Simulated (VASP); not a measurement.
Input of a VASP 6.6.1 run:

The input INCAR:

```
  ALGO = Normal
  EDIFF = 1E-7
  ENCUT = 520
  GGA = PE
  ISIF = 2
  ISMEAR = 0
  LASPH = T
  LCHARG = F
  LREAL = F
  LWAVE = F
  NBANDS = 19
  NELM = 100
  PREC = Accurate
  SIGMA = 0.1
```

File KPOINTS:

```
k-points
0
Gamma
  6 6 6
```

POSCAR

```
PtF2
1.0
    0.0000000000      2.7112193400      2.7112193400
    2.7112193400      0.0000000000      2.7112193400
    2.7112193400      2.7112193400      0.0000000000
Pt F
1 2
Direct
    0.5000000000      0.5000000000      0.5000000000
    0.2500000000      0.2500000000      0.2500000000
    0.7500000000      0.7500000000      0.7500000000
```

Potentials or basis: VASP PAW PBE potentials, release 64 (Pt, F).

Launch:

```console
$ cat potpaw_PBE.64/Pt/POTCAR potpaw_PBE.64/F/POTCAR > POTCAR
$ mpirun -np 1 vasp_std > vasp.out
```

Q: Estimate the pressure.

A: 1.2 GPa.

Q: Predict the band gap on the k mesh.

A: Zero (band 12 reaches 4.48 eV, above the bottom of band 13 at 3.67 eV).

Caveat: spin-orbit coupling is left out, which moves the levels of the heavy elements.
